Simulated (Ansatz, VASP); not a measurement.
**HgTe: VASP beside Ansatz**

Contents of INCAR:

```
  PREC = Accurate
  ENCUT = 520
  EDIFF = 1E-7
  ISMEAR = 0
  SIGMA = 0.1
  LREAL = F
  LASPH = T
  NELM = 80
  ALGO = Normal
  ISIF = 2
  LWAVE = F
  LCHARG = F
  GGA = PS
  NBANDS = 16
```

The input KPOINTS:

```
regular mesh
0
Gamma
  12 12 12
```

The input POSCAR:

```
HgTe
1.0
    0.0000000000      2.8779325538      2.8779325538
    2.8779325538      0.0000000000      2.8779325538
    2.8779325538      2.8779325538      0.0000000000
Hg Te
1 1
Direct
    0.0000000000      0.0000000000      0.0000000000
    0.2500000000      0.2500000000      0.2500000000
```

Input for Ansatz:

```yaml
crystal:
  lattice:
    - [0.0, 2.8779325538, 2.8779325538]
    - [2.8779325538, 0.0, 2.8779325538]
    - [2.8779325538, 2.8779325538, 0.0]
  atoms:
    - { symbol: Hg, position: [0.0, 0.0, 0.0] }
    - { symbol: Te, position: [0.25, 0.25, 0.25] }
basis:
  ecutwfc: 420
kpoints:
  mp_grid: { grid: [12, 12, 12] }
  band_path: { path: [VBM, CBM], npoints: 2 }
hamiltonian:
  xc: pbesol
scf:
  occupations: { method: gaussian, width: 0.1 }
output:
  forces: true
  stress: true
  eigenvalues: true
checkpoint:
  read: start.run
  write: ck
  compress: false
  write_wavefunctions: false
  write_every: 100000
```

Alike in both runs: task single point; functional PBEsol; k mesh 12 × 12 × 12; occupations gaussian, width 0.1 eV; no spin polarisation.

```csv
,VASP,Ansatz
version,VASP 6.6.1,Ansatz 0.2.0
potentials or method,"VASP PAW PBE potentials, release 64 (Hg, Te), cutoff 520 eV","scalar-relativistic, plane waves, PAW"
valence electrons in the cell,18,36
```

Ansatz gave:

| Item | Value |
| --- | --- |
| gap on the k mesh at the Fermi level (eV) | 0.07 |
| least direct gap on the mesh (eV) | 0.07 |

Task: Estimate VASP's values.

Result: gap on the k mesh at the Fermi level (eV): 0.11; least direct gap on the mesh (eV): 0.11.

VASP's potentials were made for PBE, not for PBEsol. VASP's potentials hold 18 valence electrons a cell and Ansatz's 36, so a difference there can come from the potentials and not from the codes.

Neither program's run includes spin-orbit coupling.
